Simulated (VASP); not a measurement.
# CuO (P-1) in VASP: a series of runs

The runs below take CuO through single point, with PBE.

Everything below comes from runs of VASP 6.6.1. Logs are shortened: lines on timing, memory, paths and dates and some standing lists are left out, and cuts for length are marked.

## 1. The cell of the first run

The typed cell holds 4 atoms: a = 2.880 Å, b = 2.880 Å, c = 5.176 Å, α = 89.81°, β = 89.81°, γ = 89.22°.

## 2. Single point, PBE

File INCAR:

```
SYSTEM = CuO
PREC = Accurate ; ENCUT = 600
EDIFF = 1E-6 ; ISMEAR = 0
SIGMA = 0.1 ; LREAL = .False.
LASPH = .True. ; NELM = 120
ALGO = Normal ; ISIF = 2
LWAVE = .False. ; LCHARG = .False.
GGA = PE ; NBANDS = 25
GGA_COMPAT = .False.
```

File KPOINTS:

```
regular mesh
0
Gamma
  1 1 1
  0 0 0
```

File POSCAR:

```
CuO
1.0
    2.8795009639      0.0000000000      0.0000000000
    0.0390727580      2.8792794796      0.0000000000
    0.0174953863      0.0172449008      5.1763391994
Cu O
2 2
Direct
    0.5000000000      0.0000000000      0.5000000000
    0.0000000000      0.5000000000      0.0000000000
    0.0015760300      0.9983282200      0.2501129000
    0.9984239700      0.0016717800      0.7498871000
```

Potentials or basis: VASP PAW PBE potentials, release 64 (Cu, O).

Started as:

```console
> cat potpaw_PBE.64/Cu/POTCAR potpaw_PBE.64/O/POTCAR > POTCAR
> mpirun -np 1 vasp_gam > vasp.out
```

OUTCAR:

```text
SYSTEM = CuO
   PREC = Accurate
   ENCUT = 600
   EDIFF = 1E-6
   ISMEAR = 0
   LREAL = .False.
   LASPH = .True.
   NELM = 120
   ISIF = 2
   GGA = PE

 ion  position               nearest neighbor table
   1  0.500  0.000  0.500-   3 1.94   4 1.94   3 1.94   4 1.94
   2  0.000  0.500  0.000-   3 1.94   4 1.94   4 1.94   3 1.94
   3  0.002  0.998  0.250-   1 1.94   1 1.94   2 1.94   2 1.94
   4  0.998  0.002  0.750-   1 1.94   1 1.94   2 1.94   2 1.94

  LATTYP: Found a base centered monoclinic cell.
 ALAT       =    11.1169163425
 B/A-ratio  =     0.3638182808
 C/A-ratio  =     0.4656324948
 COS(beta)  =    -0.9295148209

  Lattice vectors:

 A1 = (   2.8620055776,  -0.0172449008,  -5.1763391994)
 A2 = (   0.0215773717,   2.8620345788,  -5.1763391994)
 A3 = (   0.0174953863,   0.0172449008,   5.1763391994)

Analysis of symmetry for initial positions (statically):
=====================================================================
 Subroutine PRICEL returns:
 Original cell was already a primitive cell.

 Routine SETGRP: Setting up the symmetry group for a
 base centered monoclinic supercell.

 Subroutine GETGRP returns: Found  2 space group operations
 (whereof  2 operations were pure point group operations)
 out of a pool of  4 trial point group operations.

The static configuration has the point symmetry S_2 .

Analysis of symmetry for dynamics (positions and initial velocities):
=====================================================================
 Subroutine PRICEL returns:
 Original cell was already a primitive cell.

 Routine SETGRP: Setting up the symmetry group for a
 base centered monoclinic supercell.

 Subroutine GETGRP returns: Found  2 space group operations
 (whereof  2 operations were pure point group operations)
 out of a pool of  4 trial point group operations.

The dynamic configuration has the point symmetry S_2 .

 Subroutine INISYM returns: Found  2 space group operations
 (whereof  2 operations are pure point group operations),
 and found     1 'primitive' translations

----------------------------------------------------------------------------------------

                                     Primitive cell

  volume of cell :      42.9164

  direct lattice vectors                    reciprocal lattice vectors
     2.879500964  0.000000000  0.000000000     0.347282398 -0.004712735 -0.001158071
     0.039072758  2.879279480  0.000000000     0.000000000  0.347309112 -0.001157055
     0.017495386  0.017244901  5.176339199     0.000000000  0.000000000  0.193186722

  length of vectors
     2.879500964  2.879544582  5.176397491     0.347316304  0.347311040  0.193186722

  position of ions in fractional coordinates (direct lattice)
     0.500000000  0.000000000  0.500000000
     1.000000000  0.500000000  0.000000000
     0.001576030  0.998328220  0.250112900
     0.998423970  0.001671780  0.749887100

  ion indices of the primitive-cell ions
   primitive index   ion index
                 1           1
                 2           2
                 3           3
                 4           4

----------------------------------------------------------------------------------------

 KPOINTS: regular mesh

Automatic generation of k-mesh.
 Grid dimensions read from file:
 generate k-points for:    1    1    1

 Generating k-lattice:

  Cartesian coordinates                     Fractional coordinates (reciprocal lattice)
     0.347282398 -0.004712735 -0.001158071     1.000000000 -0.000000000  0.000000000
     0.000000000  0.347309112 -0.001157055     0.000000000  1.000000000  0.000000000
     0.000000000  0.000000000  0.193186722     0.000000000  0.000000000  1.000000000

  Length of vectors
     0.347316304  0.347311040  0.193186722

  Shift w.r.t. Gamma in fractional coordinates (k-lattice)
     0.000000000  0.000000000  0.000000000

 Subroutine IBZKPT returns following result:
 ===========================================

 Found      1 irreducible k-points:

 Following reciprocal coordinates:
            Coordinates               Weight
  0.000000  0.000000  0.000000      1.000000
   k-points           NKPTS =      1   k-points in BZ     NKDIM =      1   number of bands    NBANDS=     25
   number of dos      NEDOS =    301   number of ions     NIONS =      4
   total plane-waves  NPLWV =  24192
   dimension x,y,z NGX =    24 NGY =   24 NGZ =   42
   dimension x,y,z NGXF=    48 NGYF=   48 NGZF=   84
   ions per type =               2   2
   NGX,Y,Z   is equivalent  to a cutoff of  13.86, 13.86, 13.49 a.u.
   NGXF,Y,Z  is equivalent  to a cutoff of  27.71, 27.71, 26.98 a.u.
 SYSTEM =  CuO
   PREC   = accura    normal or accurate (medium, high low for compatibility)
   ISTART =      0    job   : 0-new  1-cont  2-samecut
   ICHARG =      2    charge: 1-file 2-atom 10-const
   ISPIN  =      1    spin polarized calculation?
   LNONCOLLINEAR =      F non collinear calculations
   LSORBIT =      F    spin-orbit coupling
   LASPH  =      T    aspherical Exc in radial PAW
   ENCUT  =  600.0 eV  44.10 Ry    6.64 a.u.   5.75  5.75 10.34*2*pi/ulx,y,z
   NELM   =    120;   NELMIN=  2; NELMDL= -5     # of ELM steps
   EDIFF  = 0.1E-05   stopping-criterion for ELM
   LREAL  =      F    real-space projection
   EDIFFG = 0.1E-04   stopping-criterion for IOM
   NSW    =      0    number of steps for IOM
   IBRION =     -1    ionic relax: 0-MD 1-quasi-New 2-CG
   NFREE  =      0    steps in history (QN), initial steepest desc. (CG)
   ISIF   =      2    stress and relaxation
   ISYM   =      2    0-nonsym 1-usesym 2-fastsym
   POTIM  = 0.5000    time-step for ionic-motion
   TEBEG  =    0.0;   TEEND  =   0.0 temperature during run
   PSTRESS=    0.0 pullay stress
   NELECT =      34.0000    total number of electrons
   NUPDOWN=      -1.0000    fix difference up-down
   EMIN   =  10.00;   EMAX   =-10.00  energy-range for DOS
   EFERMI =   0.00;   METHOD = LEGACY
   ISMEAR =     0;   SIGMA  =   0.10  broadening in eV -4-tet -1-fermi 0-gaus
   EFERMI_NEDOS =   21; number of points for ismear=-14 and -15
   IALGO  =     38    algorithm
   IMIX   =      4    mixing-type and parameters
     AMIX     =   0.40;   BMIX     =  1.00
     AMIX_MAG =   1.60;   BMIX_MAG =  1.00
  volume/ion in A,a.u.               =      10.73        72.40
  Fermi-wavevector in a.u.,A,eV,Ry     =   1.514816  2.862587 31.220846  2.294667
  Thomas-Fermi vector in A             =   2.624423
   LORBIT       =      0    0 simple, 1 ext, 2 COOP (PROOUT), +10 PAW based schemes
   GGA     = PE    functional components
   LHFCALC =     F    Hartree Fock is set to
   AEXX    =    0.0000 exact exchange contribution
   IVDW    =     0    specifies the selected vdW correction
   LEPSILON=     F    determine dielectric tensor
   LRPA    =     F    only Hartree local field effects (RPA)
 non-spin polarized calculation
 Gauss-broadening in eV      SIGMA  =   0.10
  energy-cutoff  :      600.00
  volume of cell :       42.92
 maximum number of plane-waves:       719
 NGX is ok and might be reduce to    24
   NGX = 11   NGY = 11   NGZ = 21

 number of electron      33.9999987 magnetization

 Free energy of the ion-electron system (eV)
  ---------------------------------------------------
  ext. energy  EPLUGINS =         0.00000000
  ---------------------------------------------------
  free energy    TOTEN  =       -16.24089537 eV

  energy without entropy =      -16.12834310  energy(sigma->0) =      -16.18461924

 E-fermi :   6.2856     XC(G=0): -11.3398

 val. band max:        6.2806010038   @ k =   0.0000   0.0000   0.0000
 cond. band min:       6.2906701518   @ k =   0.0000   0.0000   0.0000
 fundamental gap:      0.0100691479
 Fermi energy:         6.2856355778

 k-point     1 :       0.0000    0.0000    0.0000
  band No.  band energies     occupation
      1     -14.0674      2.00000
      2     -12.6834      2.00000
      3      -2.7028      2.00000
      4      -0.0732      2.00000
      5      -0.0235      2.00000
      6       1.1129      2.00000
      7       1.3908      2.00000
      8       1.8536      2.00000
      9       2.3769      2.00000
     10       2.3841      2.00000
     11       2.4851      2.00000
     12       2.5040      2.00000
     13       2.5291      2.00000
     14       2.5642      2.00000
     15       3.0587      2.00000
     16       3.3266      2.00000
     17       6.2806      1.05676
     18       6.2907      0.94324
     19       6.8763      0.00000
     20      11.8731      0.00000
     21      12.8595      0.00000
     22      19.1820      0.00000
     23      20.1324      0.00000
     24      20.1383      0.00000
     25      20.6498      0.00000

------------------------ aborting loop because EDIFF is reached ----------------------------------------

  FORCE on cell =-STRESS in cart. coord.  units (eV):
  Direction    XX          YY          ZZ          XY          YZ          ZX
  --------------------------------------------------------------------------------------
  -------------------------------------------------------------------------------------
  Total       -1.5670797     -1.5485827      7.3273340     -0.0266565     -0.0353899     -0.0301203
  in kB      -58.5029653    -57.8124288    273.5475270     -0.9951549     -1.3211916     -1.1244670
  external PRESSURE =      52.4107110 kB  Pullay stress =       0.0000000 kB

 VOLUME and BASIS-vectors are now :
 -----------------------------------------------------------------------------
  energy-cutoff  :      600.00
  volume of cell :       42.92
      direct lattice vectors                 reciprocal lattice vectors
     2.879500964  0.000000000  0.000000000     0.347282398 -0.004712735 -0.001158071
     0.039072758  2.879279480  0.000000000     0.000000000  0.347309112 -0.001157055
     0.017495386  0.017244901  5.176339199     0.000000000  0.000000000  0.193186722

 POSITION                                       TOTAL-FORCE (eV/Angst)
 -----------------------------------------------------------------------------------
      1.44850      0.00862      2.58817         0.000000     -0.000000      0.000000
      0.01954      1.43964      0.00000         0.000000     -0.000000      0.000000
      0.04792      2.87878      1.29467        -0.013671      0.012365     -0.002019
      2.88815      0.01775      3.88167         0.013671     -0.012365      0.002019
 -----------------------------------------------------------------------------------
    total drift:                                0.000000     -0.000000     -0.000000

  FREE ENERGIE OF THE ION-ELECTRON SYSTEM (eV)
  ---------------------------------------------------
  free  energy   TOTEN  =       -16.2408953733 eV

  energy  without entropy=      -16.1283431040  energy(sigma->0) =      -16.18461924
```

It took 14 s on 1 thread of Oxide Virtual Turin-like, shared host; peak memory 0.12 GiB.

What came out:

| Quantity | Value |
| --- | --- |
| Free energy | -16.2409 eV |
| Pressure | 5.2 GPa |
| Largest force | 0.019 eV/Å |

Forces in eV/Å, atoms in the order of the input:
```
Cu   0.000  0.000  0.000
Cu   0.000  0.000  0.000
O   -0.014  0.012 -0.002
O    0.014 -0.012  0.002
```

Levels at points of the mesh, in eV from the Fermi level:
```tsv
k point	band 14	band 15	band 16	band 17	band 18	band 19	band 20	band 21
(0.00, 0.00, 0.00)	-3.72	-3.23	-2.96	-0.01	0.01	0.59	5.59	6.57
```

Caveat: the k points lie up to 2.18 Å⁻¹ apart, too coarse for converged energies, forces and pressures.

(Part 1 of 2 ends here.)
